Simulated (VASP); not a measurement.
# MnAl3 (Fm-3m) in VASP: relaxation of cell and atoms with PBEsol

Aim: the relaxation of cell and atoms of MnAl3 with PBEsol.

All numbers are computed with VASP 6.6.1; they aren't measurements. Logs are shortened: lines on timing, memory, paths and dates and some standing lists are left out, and cuts for length are marked.

## (1) The cell of the first run

The structure is cubic, space group Fm-3m (No. 225). The conventional cell has a = 6.062 Å, b = 6.062 Å, c = 6.062 Å, α = 90.00°, β = 90.00°, γ = 90.00°. Al (site symmetry -43m) has 10 Al at 2.63 to 3.03 Å and 4 Mn at 2.63 Å within 3.5 Å. Within 3.5 Å of Al (site symmetry m-3m) lie 8 Al at 2.63 Å and 6 Mn at 3.03 Å. Mn (site symmetry m-3m) has 14 Al at 2.63 to 3.03 Å within 3.5 Å.

## (2) Relaxation of cell and atoms, PBEsol, collinear spin, ferromagnetic start

The input, INCAR:

```
ALGO     = Normal         # electronic algorithm
EDIFF    = 1E-7           # SCF threshold, eV
EDIFFG   = -0.01          # ionic threshold
ENCUT    = 600            # plane-wave cutoff, eV
GGA      = PS             # functional
IBRION   = 2              # ionic algorithm
ISIF     = 3              # what is computed and relaxed
ISMEAR   = 0              # smearing method
ISPIN    = 2              # spin polarisation
LASPH    = T              # aspherical terms in the spheres
LCHARG   = F              # write CHGCAR
LMAXMIX  = 4              # l up to which the mixer works
LORBIT   = 11             # projections on sites
LREAL    = F              # projectors in reciprocal space
LWAVE    = F              # write WAVECAR
MAGMOM   = 0 0 0 1.34     # initial moments
NELM     = 150            # most SCF steps
NSW      = 100            # ionic steps
PREC     = Accurate       # precision mode
SIGMA    = 0.1            # smearing width, eV
```

The input, KPOINTS:

```
k-points
0
Gamma
  12 12 12
```

The input, POSCAR:

```
MnAl3
1.0
    0.0000000000      3.0311567796      3.0311567796
    3.0311567796      0.0000000000      3.0311567796
    3.0311567796      3.0311567796      0.0000000000
Al Mn
3 1
Direct
    0.2500000000      0.2500000000      0.2500000000
    0.7500000000      0.7500000000      0.7500000000
    0.5000000000      0.5000000000      0.5000000000
    0.0000000000      0.0000000000      0.0000000000
```

Potentials or basis: VASP PAW PBE potentials, release 64 (Al, Mn_pv).

Started as:

```bash
> cat potpaw_PBE.64/Al/POTCAR potpaw_PBE.64/Mn_pv/POTCAR > POTCAR
> mpirun -np 1 vasp_std > vasp.out
```

OUTCAR:

```text
EDIFF = 1E-7
   EDIFFG = -0.01
   ENCUT = 600
   GGA = PS
   IBRION = 2
   ISIF = 3
   ISMEAR = 0
   ISPIN = 2
   LASPH = T
   LORBIT = 11
   LREAL = F
   NELM = 150
   NSW = 100
   PREC = Accurate

 ion  position               nearest neighbor table
   1  0.250  0.250  0.250-   4 2.63   4 2.63   4 2.63   3 2.63   4 2.63   3 2.63   3 2.63   3 2.63
                             2 3.03   2 3.03   2 3.03   2 3.03   2 3.03   2 3.03
   2  0.750  0.750  0.750-   3 2.63   3 2.63   3 2.63   3 2.63   4 2.63   4 2.63   4 2.63   4 2.63
                             1 3.03   1 3.03   1 3.03   1 3.03   1 3.03   1 3.03
   3  0.500  0.500  0.500-   1 2.63   1 2.63   1 2.63   1 2.63   2 2.63   2 2.63   2 2.63   2 2.63
                             4 3.03   4 3.03   4 3.03   4 3.03   4 3.03   4 3.03
   4  0.000  0.000  0.000-   2 2.63   2 2.63   2 2.63   1 2.63   2 2.63   1 2.63   1 2.63   1 2.63
                             3 3.03   3 3.03   3 3.03   3 3.03   3 3.03   3 3.03

  LATTYP: Found a face centered cubic cell.
 ALAT       =     6.0623135592

  Lattice vectors:

 A1 = (   0.0000000000,   3.0311567796,   3.0311567796)
 A2 = (   3.0311567796,   0.0000000000,   3.0311567796)
 A3 = (   3.0311567796,   3.0311567796,   0.0000000000)

Analysis of symmetry for initial positions (statically):
=====================================================================
 Subroutine PRICEL returns:
 Original cell was already a primitive cell.

 Routine SETGRP: Setting up the symmetry group for a
 face centered cubic supercell.

 Subroutine GETGRP returns: Found 48 space group operations
 (whereof 48 operations were pure point group operations)
 out of a pool of 48 trial point group operations.

The static configuration has the point symmetry O_h .

Analysis of symmetry for dynamics (positions and initial velocities):
=====================================================================
 Subroutine PRICEL returns:
 Original cell was already a primitive cell.

 Routine SETGRP: Setting up the symmetry group for a
 face centered cubic supercell.

 Subroutine GETGRP returns: Found 48 space group operations
 (whereof 48 operations were pure point group operations)
 out of a pool of 48 trial point group operations.

The dynamic configuration has the point symmetry O_h .

Analysis of structural, dynamic, and magnetic symmetry:
=====================================================================
 Subroutine PRICEL returns:
 Original cell was already a primitive cell.
[... 129 lines left out ...]
   IALGO  =     38    algorithm
   IMIX   =      4    mixing-type and parameters
     AMIX     =   0.40;   BMIX     =  1.00
     AMIX_MAG =   1.60;   BMIX_MAG =  1.00
  volume/ion in A,a.u.               =      13.92        93.97
  Fermi-wavevector in a.u.,A,eV,Ry     =   1.201150  2.269845 19.629967  1.442762
  Thomas-Fermi vector in A             =   2.336967
   LORBIT       =     11    0 simple, 1 ext, 2 COOP (PROOUT), +10 PAW based schemes
   GGA     = PS    functional components
   LHFCALC =     F    Hartree Fock is set to
   AEXX    =    0.0000 exact exchange contribution
   IVDW    =     0    specifies the selected vdW correction
   LEPSILON=     F    determine dielectric tensor
   LRPA    =     F    only Hartree local field effects (RPA)
 conjugate gradient relaxation of ions
 spin polarized calculation
 Gauss-broadening in eV      SIGMA  =   0.10
  energy-cutoff  :      600.00
  volume of cell :       55.70
 maximum number of plane-waves:      1880
 NGX is ok and might be reduce to    36
   NGX = 17   NGY = 17   NGZ = 17

--------------------------------------- Ionic step        1  -------------------------------------------

 number of electron      21.9999990 magnetization       1.4379954

 Free energy of the ion-electron system (eV)
  ---------------------------------------------------
  ext. energy  EPLUGINS =         0.00000000
  ---------------------------------------------------
  free energy    TOTEN  =       -21.63055560 eV

  energy without entropy =      -21.61211134  energy(sigma->0) =      -21.62133347

------------------------ aborting loop because EDIFF is reached ----------------------------------------

  FORCE on cell =-STRESS in cart. coord.  units (eV):
  Direction    XX          YY          ZZ          XY          YZ          ZX
  --------------------------------------------------------------------------------------
  -------------------------------------------------------------------------------------
  Total       -0.8417977     -0.8417977     -0.8417977      0.0000000      0.0000000      0.0000000
  in kB      -24.2138091    -24.2138091    -24.2138091      0.0000000      0.0000000      0.0000000
  external PRESSURE =     -24.2138091 kB  Pullay stress =       0.0000000 kB
[... 63 lines left out ...]
--------------------------------------- Ionic step        3  -------------------------------------------

 number of electron      21.9999993 magnetization       1.3826483

 Free energy of the ion-electron system (eV)
  ---------------------------------------------------
  ext. energy  EPLUGINS =         0.00000000
  ---------------------------------------------------
  free energy    TOTEN  =       -21.64020106 eV

  energy without entropy =      -21.62216988  energy(sigma->0) =      -21.63118547

 E-fermi :   9.4259     XC(G=0): -11.4102

 val. band max:        9.4256923991   @ k =   0.5000   0.1667   0.0000
 cond. band min:       9.4259223243   @ k =   0.4167   0.3333   0.0000
 fundamental gap:      0.0002299252
 Fermi energy:         9.4259024042

 spin component 1

 k-point     1 :       0.0000    0.0000    0.0000
  band No.  band energies     occupation
      1     -38.5269      1.00000
      2     -38.5269      1.00000
      3     -38.5269      1.00000
      4      -2.0312      1.00000
      5       6.4494      1.00000
      6       6.4494      1.00000
[... 435 lines left out ...]
      5       1.6898      1.00000
      6       4.8938      1.00000
[... 8 lines left out ...]
     15      12.1730      0.00000
     16      14.3103      0.00000

 [... further k-points ...]

 spin component 2

 k-point     1 :       0.0000    0.0000    0.0000
  band No.  band energies     occupation
      1     -37.1485      1.00000
      2     -37.1485      1.00000
      3     -37.1485      1.00000
      4      -1.9941      1.00000
      5       6.9217      1.00000
      6       6.9217      1.00000
[... 478 lines left out ...]
  FREE ENERGIE OF THE ION-ELECTRON SYSTEM (eV)
  ---------------------------------------------------
  free  energy   TOTEN  =       -21.6402010636 eV

  energy  without entropy=      -21.6221698814  energy(sigma->0) =      -21.63118547

 reached required accuracy - stopping structural energy minimisation

 total charge

# of ion       s       p       d       tot
------------------------------------------
    1        0.393   0.412   0.000   0.805
    2        0.393   0.412   0.000   0.805
    3        0.386   0.410   0.000   0.796
    4        0.345   6.249   5.262  11.856
--------------------------------------------------
tot          1.516   7.484   5.262  14.263

 magnetization (x)

# of ion       s       p       d       tot
------------------------------------------
    1       -0.013  -0.006   0.000  -0.019
    2       -0.013  -0.006   0.000  -0.019
    3       -0.014  -0.005   0.000  -0.019
    4        0.002   0.045   1.323   1.370
--------------------------------------------------
tot         -0.038   0.028   1.323   1.313
```

OSZICAR:

```text
N       E                     dE             d eps       ncg     rms          rms(c)
DAV:   1     0.120796497304E+03    0.12080E+03   -0.12149E+04  4840   0.143E+03
DAV:   2    -0.193443300063E+02   -0.14014E+03   -0.13817E+03  4720   0.326E+02
DAV:   3    -0.242249338326E+02   -0.48806E+01   -0.47295E+01  6392   0.604E+01
[... 33 lines left out ...]
DAV:   6    -0.216401996508E+02   -0.13373E-05   -0.39711E-05  5688   0.436E-02    0.242E-02
DAV:   7    -0.216402002703E+02   -0.61942E-06   -0.12414E-05  5656   0.302E-02    0.810E-03
DAV:   8    -0.216402009095E+02   -0.63925E-06   -0.93008E-07  5168   0.821E-03    0.288E-03
DAV:   9    -0.216402010182E+02   -0.10868E-06   -0.65241E-08  2528   0.215E-03    0.108E-03
DAV:  10    -0.216402010636E+02   -0.45368E-07   -0.12011E-08  2392   0.713E-04
   3 F= -.21640201E+02 E0= -.21631185E+02  d E =-.964546E-02  mag=     1.3827
```

It took 4.5 min on 1 thread of Intel Xeon 6975P-C (Granite Rapids), shared host; peak memory 0.33 GiB.

What came out:

```
Free energy                                           : -21.6402 eV
Relaxed volume                                        : 13.62 Å³/atom
Relaxed cell                                          : a = 4.255 Å, b = 4.255 Å, c = 4.255 Å, α = 60.00°, β = 60.00°, γ = 60.00°
Space group after relaxing (to 0.1 Å)                 : Fm-3m (No. 225)
Energy gained by relaxing                             : 2.4 meV/atom
Ionic steps                                           : 3
Pressure after relaxing                               : 0.0 GPa
Net moment                                            : 1.38 μB per cell
Site moments                                          : Al -0.02; Mn +1.37 μB
Valence electrons inside the program's atomic spheres : Al 0.81, 0.80 (each value once); Mn 11.86
```

The path:
```tsv
step	energy change (eV)	largest force (eV/Å)	pressure (GPa)	volume (Å³)
1	0.0000	0.0000	-2.42	55.70
2	-0.0083	0.0000	0.98	54.02
3	-0.0096	0.0000	0.02	54.46
```

Final structure:
```
Al Mn
1.0
     0.00000    3.00856    3.00856
     3.00856    0.00000    3.00856
     3.00856    3.00856    0.00000
Al Mn
3 1
Direct
  0.25000 0.25000 0.25000
  0.75000 0.75000 0.75000
  0.50000 0.50000 0.50000
  0.00000 0.00000 0.00000
```

Caveat: the PAW data sets were made with another functional, which shifts forces and pressure a little.
